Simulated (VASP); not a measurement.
# Al16Au in VASP: single point with PBE+D3(BJ)

Aim: the single point of Al16Au with PBE+D3(BJ).

Program: VASP 6.6.1. These are calculated values, not measurements. Logs are shortened: lines on timing, memory, paths and dates and some standing lists are left out, and cuts for length are marked.

### 1 The cell of the first run

The cell holds a slab with vacuum, 17 atoms: a = 5.632 Å, b = 7.965 Å, c = 21.229 Å, α = 90.00°, β = 90.00°, γ = 90.00°.

### 2 Single point, PBE+D3(BJ)

The input, INCAR:

```
SYSTEM = Al16Au
  ALGO = Normal
  DIPOL = 0.5 0.5 0.301
  EDIFF = 1E-6
  ENCUT = 520
  GGA = PE
  IDIPOL = 3
  ISIF = 2
  ISMEAR = 0
  IVDW = 12
  LASPH = .True.
  LCHARG = .True.
  LDIPOL = .True.
  LELF = .True.
  LREAL = Auto
  LVACPOTAV = .True.
  LVHAR = .True.
  LWAVE = .False.
  NBANDS = 44
  NELM = 100
  PREC = Accurate
  SIGMA = 0.1
```

The input, KPOINTS:

```
k-points
0
Gamma
  5 4 1
  0 0 0
```

The input, POSCAR:

```
Al16Au
1.0
    5.6324246412      0.0000000000      0.0000000000
    0.0000000000      7.9654513166      0.0000000000
    0.0000000000      0.0000000000     21.2293510975
Al Au
16 1
Direct
    0.2500000000      0.2500000000      0.1884183827
    0.2500000000      0.7500000000      0.1884183827
    0.7500000000      0.2500000000      0.1884183827
    0.7500000000      0.7500000000      0.1884183827
    0.0000000000      0.0000000000      0.2547466541
    0.0000000000      0.5000000000      0.2547466541
    0.5000000000      0.0000000000      0.2547466541
    0.5000000000      0.5000000000      0.2547466541
    0.2500000000      0.2500000000      0.3240951258
    0.2500000000      0.7500000000      0.3240951258
    0.7500000000      0.2500000000      0.3240951258
    0.7500000000      0.7500000000      0.3240951258
    0.0000000000      0.0000000000      0.3876402562
    0.0000000000      0.5000000000      0.3876402562
    0.5000000000      0.0000000000      0.3876402562
    0.5000000000      0.5000000000      0.3876402562
    0.2500000000      0.2500000000      0.4912703667
```

Potentials or basis: VASP PAW PBE potentials, release 64 (Al, Au).

The run is started by

```bash
cat potpaw_PBE.64/Al/POTCAR potpaw_PBE.64/Au/POTCAR > POTCAR
mpirun -np 1 vasp_std > vasp.out
```

OUTCAR:

```text
SYSTEM = Al16Au
   EDIFF = 1E-6
   ENCUT = 520
   GGA = PE
   ISIF = 2
   ISMEAR = 0
   IVDW = 12
   LASPH = .True.
   LREAL = Auto
   NELM = 100
   PREC = Accurate
 IVDW          = 12

 ion  position               nearest neighbor table
   1  0.250  0.250  0.188-   3 2.82   3 2.82   6 2.82   7 2.82   8 2.82   5 2.82   9 2.88
   2  0.250  0.750  0.188-   4 2.82   4 2.82   6 2.82   7 2.82   8 2.82   5 2.82  10 2.88
   3  0.750  0.250  0.188-   1 2.82   1 2.82   6 2.82   7 2.82   8 2.82   5 2.82  11 2.88
   4  0.750  0.750  0.188-   2 2.82   2 2.82   6 2.82   7 2.82   8 2.82   5 2.82  12 2.88
   5  0.000  0.000  0.255-   7 2.82   7 2.82   3 2.82   4 2.82   1 2.82   2 2.82  13 2.82  11 2.85
                            12 2.85   9 2.85  10 2.85
   6  0.000  0.500  0.255-   8 2.82   8 2.82   3 2.82   4 2.82   1 2.82   2 2.82  14 2.82  11 2.85
                            12 2.85   9 2.85  10 2.85
   7  0.500  0.000  0.255-   5 2.82   5 2.82   3 2.82   4 2.82   1 2.82   2 2.82  15 2.82  11 2.85
                            12 2.85   9 2.85  10 2.85
   8  0.500  0.500  0.255-   6 2.82   6 2.82   3 2.82   4 2.82   1 2.82   2 2.82  16 2.82  11 2.85
                            12 2.85   9 2.85  10 2.85
   9  0.250  0.250  0.324-  13 2.79  14 2.79  15 2.79  16 2.79  11 2.82  11 2.82   7 2.85   8 2.85
                             5 2.85   6 2.85   1 2.88
  10  0.250  0.750  0.324-  13 2.79  14 2.79  15 2.79  16 2.79  12 2.82  12 2.82   7 2.85   8 2.85
                             5 2.85   6 2.85   2 2.88
  11  0.750  0.250  0.324-  13 2.79  14 2.79  15 2.79  16 2.79   9 2.82   9 2.82   7 2.85   8 2.85
[... 7 lines left out ...]
  15  0.500  0.000  0.388-   9 2.79  10 2.79  11 2.79  12 2.79  13 2.82  13 2.82   7 2.82  17 3.28

  16  0.500  0.500  0.388-   9 2.79  10 2.79  11 2.79  12 2.79  14 2.82  14 2.82   8 2.82  17 3.28

  17  0.250  0.250  0.491-  13 3.28  14 3.28  15 3.28  16 3.28

  LATTYP: Found a simple orthorhombic cell.
 ALAT       =     5.6324246412
 B/A-ratio  =     1.4142135624
 C/A-ratio  =     3.7691318482

  Lattice vectors:

 A1 = (   5.6324246412,   0.0000000000,   0.0000000000)
 A2 = (   0.0000000000,   7.9654513166,   0.0000000000)
 A3 = (   0.0000000000,   0.0000000000,  21.2293510975)

Analysis of symmetry for initial positions (statically):
=====================================================================
 Subroutine PRICEL returns:
 Original cell was already a primitive cell.

 Routine SETGRP: Setting up the symmetry group for a
 simple orthorhombic supercell.

 Subroutine GETGRP returns: Found  4 space group operations
 (whereof  1 operations were pure point group operations)
 out of a pool of  8 trial point group operations.

The static configuration has the point symmetry C_1 .
 The point group associated with its full space group is C_2v.

Analysis of symmetry for dynamics (positions and initial velocities):
=====================================================================
 Subroutine PRICEL returns:
 Original cell was already a primitive cell.

 Routine SETGRP: Setting up the symmetry group for a
 simple orthorhombic supercell.

 Subroutine GETGRP returns: Found  4 space group operations
 (whereof  1 operations were pure point group operations)
 out of a pool of  8 trial point group operations.

The dynamic configuration has the point symmetry C_1 .
 The point group associated with its full space group is C_2v.

 Subroutine INISYM returns: Found  4 space group operations
 (whereof  1 operations are pure point group operations),
 and found     1 'primitive' translations

----------------------------------------------------------------------------------------

                                     Primitive cell

  volume of cell :     952.4507

  direct lattice vectors                    reciprocal lattice vectors
     5.632424641  0.000000000  0.000000000     0.177543432  0.000000000  0.000000000
     0.000000000  7.965451317  0.000000000     0.000000000  0.125542165  0.000000000
     0.000000000  0.000000000 21.229351098     0.000000000  0.000000000  0.047104596

  length of vectors
     5.632424641  7.965451317 21.229351098     0.177543432  0.125542165  0.047104596

  position of ions in fractional coordinates (direct lattice)
     0.250000000  0.250000000  0.188418383
     0.250000000  0.750000000  0.188418383
     0.750000000  0.250000000  0.188418383
     0.750000000  0.750000000  0.188418383
     0.000000000  0.000000000  0.254746654
     0.000000000  0.500000000  0.254746654
[... 9 lines left out ...]
     0.500000000  0.500000000  0.387640256
     0.250000000  0.250000000  0.491270367

[... 32 lines left out ...]
     0.000000000  0.031385541  0.000000000     0.000000000  0.250000000  0.000000000
     0.000000000  0.000000000  0.047104596     0.000000000  0.000000000  1.000000000

  Length of vectors
     0.035508686  0.031385541  0.047104596

  Shift w.r.t. Gamma in fractional coordinates (k-lattice)
     0.000000000  0.000000000  0.000000000

 Subroutine IBZKPT returns following result:
 ===========================================

 Found      9 irreducible k-points:

 Following reciprocal coordinates:
            Coordinates               Weight
  0.000000  0.000000  0.000000      1.000000
  0.200000  0.000000  0.000000      2.000000
  0.400000  0.000000  0.000000      2.000000
  0.000000  0.250000  0.000000      2.000000
  0.200000  0.250000  0.000000      4.000000
  0.400000  0.250000  0.000000      4.000000
  0.000000  0.500000  0.000000      1.000000
  0.200000  0.500000  0.000000      2.000000
  0.400000  0.500000  0.000000      2.000000
   k-points           NKPTS =      9   k-points in BZ     NKDIM =      9   number of bands    NBANDS=     44
   number of dos      NEDOS =    301   number of ions     NIONS =     17
   total plane-waves  NPLWV = 403200
   dimension x,y,z NGX =    42 NGY =   60 NGZ =  160
   dimension x,y,z NGXF=    84 NGYF=  120 NGZF=  320
   ions per type =              16   1
   NGX,Y,Z   is equivalent  to a cutoff of  12.40, 12.52, 12.53 a.u.
   NGXF,Y,Z  is equivalent  to a cutoff of  24.79, 25.05, 25.06 a.u.
 SYSTEM =  Al16Au
   PREC   = accura    normal or accurate (medium, high low for compatibility)
   ISTART =      0    job   : 0-new  1-cont  2-samecut
   ICHARG =      2    charge: 1-file 2-atom 10-const
   ISPIN  =      1    spin polarized calculation?
   LNONCOLLINEAR =      F non collinear calculations
   LSORBIT =      F    spin-orbit coupling
   LASPH  =      T    aspherical Exc in radial PAW
   ENCUT  =  520.0 eV  38.22 Ry    6.18 a.u.  10.47 14.81 39.47*2*pi/ulx,y,z
   NELM   =    100;   NELMIN=  2; NELMDL= -5     # of ELM steps
   EDIFF  = 0.1E-05   stopping-criterion for ELM
   LREAL  =      T    real-space projection
   EDIFFG = 0.1E-04   stopping-criterion for IOM
   NSW    =      0    number of steps for IOM
   IBRION =     -1    ionic relax: 0-MD 1-quasi-New 2-CG
   NFREE  =      0    steps in history (QN), initial steepest desc. (CG)
   ISIF   =      2    stress and relaxation
   ISYM   =      2    0-nonsym 1-usesym 2-fastsym
   POTIM  = 0.5000    time-step for ionic-motion
   TEBEG  =    0.0;   TEEND  =   0.0 temperature during run
   PSTRESS=    0.0 pullay stress
   NELECT =      59.0000    total number of electrons
   NUPDOWN=      -1.0000    fix difference up-down
   EMIN   =  10.00;   EMAX   =-10.00  energy-range for DOS
   EFERMI =   0.00;   METHOD = LEGACY
   ISMEAR =     0;   SIGMA  =   0.10  broadening in eV -4-tet -1-fermi 0-gaus
   EFERMI_NEDOS =   21; number of points for ismear=-14 and -15
   IALGO  =     38    algorithm
   IMIX   =      4    mixing-type and parameters
     AMIX     =   0.40;   BMIX     =  1.00
     AMIX_MAG =   1.60;   BMIX_MAG =  1.00
  volume/ion in A,a.u.               =      56.03       378.09
  Fermi-wavevector in a.u.,A,eV,Ry     =   0.647756  1.224081  5.708836  0.419588
  Thomas-Fermi vector in A             =   1.716167
   LORBIT       =      0    0 simple, 1 ext, 2 COOP (PROOUT), +10 PAW based schemes
   GGA     = PE    functional components
   LHFCALC =     F    Hartree Fock is set to
   AEXX    =    0.0000 exact exchange contribution
   IVDW    =    12    specifies the selected vdW correction
   LEPSILON=     F    determine dielectric tensor
   LRPA    =     F    only Hartree local field effects (RPA)
 non-spin polarized calculation
 Gauss-broadening in eV      SIGMA  =   0.10
  energy-cutoff  :      520.00
  volume of cell :      952.45
 maximum number of plane-waves:     25710
 NGX is ok and might be reduce to    42
   NGX = 21   NGY = 29   NGZ = 79

 dipolmoment           0.000000      0.000000     -0.120221 electrons x Angstroem

 number of electron      59.0000003 magnetization

 dipolmoment           0.000000      0.000000      0.189986 electrons x Angstroem

 Free energy of the ion-electron system (eV)
  ---------------------------------------------------
  ext. energy  EPLUGINS =         0.00000000
  ---------------------------------------------------
  free energy    TOTEN  =       -57.12911039 eV

  energy without entropy =      -57.08262202  energy(sigma->0) =      -57.10586621

 E-fermi :  -0.7129     XC(G=0):  -4.0974

 val. band max:       -0.7169874686   @ k =   0.0000   0.2500   0.0000
 cond. band min:      -0.7078073275   @ k =   0.4000   0.5000   0.0000
 fundamental gap:      0.0091801410
 Fermi energy:        -0.7128551573

 k-point     1 :       0.0000    0.0000    0.0000
  band No.  band energies     occupation
      1     -11.1590      2.00000
      2      -8.9073      2.00000
      3      -8.8534      2.00000
      4      -8.7318      2.00000
      5      -6.6179      2.00000
      6      -6.5954      2.00000
[... 385 lines left out ...]
     40       1.7763      0.00000
     41       1.9310      0.00000
 [bands above 41 left out]

------------------------ aborting loop because EDIFF is reached ----------------------------------------

 Edisp (eV)   -3.66497

 E8    (eV) :    -1.7179

  FORCE on cell =-STRESS in cart. coord.  units (eV):
  Direction    XX          YY          ZZ          XY          YZ          ZX
  --------------------------------------------------------------------------------------
  -------------------------------------------------------------------------------------
  Total     -14.06757    -5.36890    -4.47951     0.00000     0.00000     0.00000
  in kB     -23.66395    -9.03137    -7.53527     0.00000     0.00000     0.00000
  external pressure =      -13.41 kB  Pullay stress =        0.00 kB

 VOLUME and BASIS-vectors are now :
 -----------------------------------------------------------------------------
  energy-cutoff  :      520.00
  volume of cell :      952.45
      direct lattice vectors                 reciprocal lattice vectors
     5.632424641  0.000000000  0.000000000     0.177543432  0.000000000  0.000000000
     0.000000000  7.965451317  0.000000000     0.000000000  0.125542165  0.000000000
     0.000000000  0.000000000 21.229351098     0.000000000  0.000000000  0.047104596

 POSITION                                       TOTAL-FORCE (eV/Angst)
 -----------------------------------------------------------------------------------
      1.40811      1.99136      4.00000         0.000000     -0.000000      0.158646
      1.40811      5.97409      4.00000         0.000000     -0.000000      0.125682
      4.22432      1.99136      4.00000         0.000000     -0.000000      0.143292
      4.22432      5.97409      4.00000         0.000000     -0.000000      0.096437
      0.00000      0.00000      5.40811        -0.118703     -0.036797     -0.115420
      0.00000      3.98273      5.40811        -0.118703      0.036797     -0.115420
[... 9 lines left out ...]
      2.81621      3.98273      8.22935        -0.059671     -0.264609      0.435625
      1.40811      1.99136     10.42935         0.000000     -0.000000     -1.660308
 -----------------------------------------------------------------------------------
    total drift:                                0.000000      0.000000     -0.003863

  FREE ENERGIE OF THE ION-ELECTRON SYSTEM (eV)
  ---------------------------------------------------
  free  energy   TOTEN  =       -60.7940800474 eV

  energy  without entropy=      -60.7475916773  energy(sigma->0) =      -60.77083586

 vacuum level on the upper side and lower side of the slab         4.177         3.411
```

Wall time 8.1 min (1 thread of Intel Xeon 6975P-C (Granite Rapids), shared host); peak memory 0.87 GiB.

What came out:

```
Free energy                : -60.7941 eV
Largest force              : 1.660 eV/Å
Band gap on the k mesh     : zero (an odd number of electrons rules out a gap without spin polarisation)
Dispersion energy per atom : -0.216 eV
```

Forces on the atoms (eV/Å):
```
Al   0.000  0.000  0.159
Al   0.000  0.000  0.126
Al   0.000  0.000  0.143
Al   0.000  0.000  0.096
Al  -0.119 -0.037 -0.115
Al  -0.119  0.037 -0.115
Al   0.119 -0.037 -0.115
Al   0.119  0.037 -0.115
Al   0.000  0.000 -0.106
Al   0.000  0.000  0.147
Al   0.000  0.000 -0.067
Al   0.000  0.000 -0.118
Al   0.060  0.265  0.436
Al   0.060 -0.265  0.436
Al  -0.060  0.265  0.436
Al  -0.060 -0.265  0.436
Au   0.000  0.000 -1.660
```

Levels at points of the mesh, in eV from the Fermi level:
```csv
k point,band 25,band 26,band 27,band 28,band 29,band 30,band 31,band 32,band 33,band 34
"(0.00, 0.00, 0.00)",-1.68,-1.58,-0.77,-0.65,-0.58,-0.30,-0.07,0.08,0.23,1.13
"(0.00, 0.50, 0.00)",-1.12,-0.87,-0.87,-0.83,-0.82,-0.27,0.30,0.33,0.37,0.39
```

Caveat: spin-orbit coupling is left out, which moves the levels of the heavy elements.
